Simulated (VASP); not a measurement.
Set up this calculation in VASP 6.6.1, as the native input.

| Quantity | Value |
| --- | --- |
| Task | single point |
| Functional | PBEsol |
| Potentials or basis | VASP PAW PBE potentials, release 64 (Ba_sv, Ru_sv) |
| Cutoff | 560 eV |
| k mesh | 8 × 8 × 8 |
| Occupations | gaussian, width 0.05 eV |
| Spin | no spin polarisation |
| Dipole correction | no |
| Further INCAR settings | ALGO = Normal; EDIFF = 1e-06; NBANDS = 37 |

The structure of BaRu3 lies in POSCAR:

```
BaRu3
1.0
    4.0139410125      0.0000000000      0.0000000000
    0.0000000000      4.0139410125      0.0000000000
    0.0000000000      0.0000000000      4.0139410125
Ba Ru
1 3
Direct
    0.0000000000      0.0000000000      0.0000000000
    0.0000000000      0.5000000000      0.5000000000
    0.5000000000      0.5000000000      0.0000000000
    0.5000000000      0.0000000000      0.5000000000
```

These files were run (other wordings do the same):

INCAR

```
PREC = Accurate
ENCUT = 560
EDIFF = 1E-6
ISMEAR = 0
SIGMA = 0.05
LREAL = False
LASPH = True
NELM = 120
ALGO = Normal
ISIF = 2
LWAVE = False
LCHARG = False
GGA = PS
NBANDS = 37
GGA_COMPAT = False
```

KPOINTS

```
Automatic mesh
0
Gamma
  8 8 8
```

Potentials or basis: VASP PAW PBE potentials, release 64 (Ba_sv, Ru_sv).

Command:

```console
$ cat potpaw_PBE.64/Ba_sv/POTCAR potpaw_PBE.64/Ru_sv/POTCAR > POTCAR
$ mpirun -np 1 vasp_std > vasp.out
```

Results of the run:

```yaml
Pressure: 12.9 GPa
Band_gap_on_the_k_mesh: zero (bands 29 and 30 overlap by 1.70 eV)
```

Caveat: the cell stands under pressure; the PAW data sets were made with another functional, which shifts forces and pressure a little; spin-orbit coupling is left out, which moves the levels of the heavy elements.

Run time: 51 s on 1 thread of Intel(R) Xeon(R) Platinum 8259CL CPU @ 2.50GHz (Skylake/Cascade Lake) (shared host), peak memory 0.22 GiB.
